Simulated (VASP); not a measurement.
Write the native input for VASP 6.6.1 that does the following.

```yaml
Task: single point
Functional: revPBE
Dispersion: D4
Potentials_or_basis: VASP PAW PBE potentials, release 64 (Pt, Se)
Cutoff: 520 eV
k_mesh: 8 × 8 × 5
Occupations: fermi-dirac, width 0.05 eV
Spin: no spin polarisation
Dipole_correction: no
Further_INCAR_settings: ALGO = Normal; EDIFF = 1e-06; NBANDS = 18
```

The structure of PtSe2 lies in POSCAR:

```
PtSe2
1.0
    3.7597890822      0.0000000000      0.0000000000
   -1.8798945411      3.2560728581      0.0000000000
    0.0000000000      0.0000000000      4.7250358502
Pt Se
1 2
Direct
    0.0000000000      0.0000000000      0.0000000000
    0.6666666667      0.3333333333      0.7282896887
    0.3333333333      0.6666666667      0.2717103113
```

One way to write it, as run:

INCAR

```
SYSTEM = PtSe2
PREC     = Accurate       ! precision mode
ENCUT    = 520            ! plane-wave cutoff, eV
EDIFF    = 1E-6           ! SCF threshold, eV
ISMEAR   = -1             ! smearing method
SIGMA    = 0.05           ! smearing width, eV
LREAL    = .False.        ! projectors in reciprocal space
LASPH    = .True.         ! aspherical terms in the spheres
NELM     = 100            ! most SCF steps
ALGO     = Normal         ! electronic algorithm
ISIF     = 2              ! what is computed and relaxed
LWAVE    = .False.        ! write WAVECAR
LCHARG   = .True.         ! write CHGCAR
GGA      = RE             ! functional
IVDW     = 13             ! dispersion correction
LELF     = .True.         ! ELF
LVHAR    = .True.       
NBANDS   = 18             ! bands
```

KPOINTS

```
Automatic mesh
0
Gamma
  8 8 5
  0 0 0
```

Potentials or basis: VASP PAW PBE potentials, release 64 (Pt, Se).

Launch:

```sh
$ cat potpaw_PBE.64/Pt/POTCAR potpaw_PBE.64/Se/POTCAR > POTCAR
$ mpirun -np 1 vasp_std > vasp.out
```

It gave:

```yaml
Pressure: 0.0 GPa
Largest_force: 0.008 eV/Å
Band_gap_on_the_k_mesh: zero (bands 11 and 12 overlap by 0.92 eV)
Dispersion_energy_per_atom: -0.921 eV
```

Caveat: the PAW data sets were made with another functional, which shifts forces and pressure a little; spin-orbit coupling is left out, which moves the levels of the heavy elements.

It took 17 s on 1 thread of Intel(R) Xeon(R) 6975P-C (Granite Rapids), with other jobs on the host, peak memory 0.2 GiB.
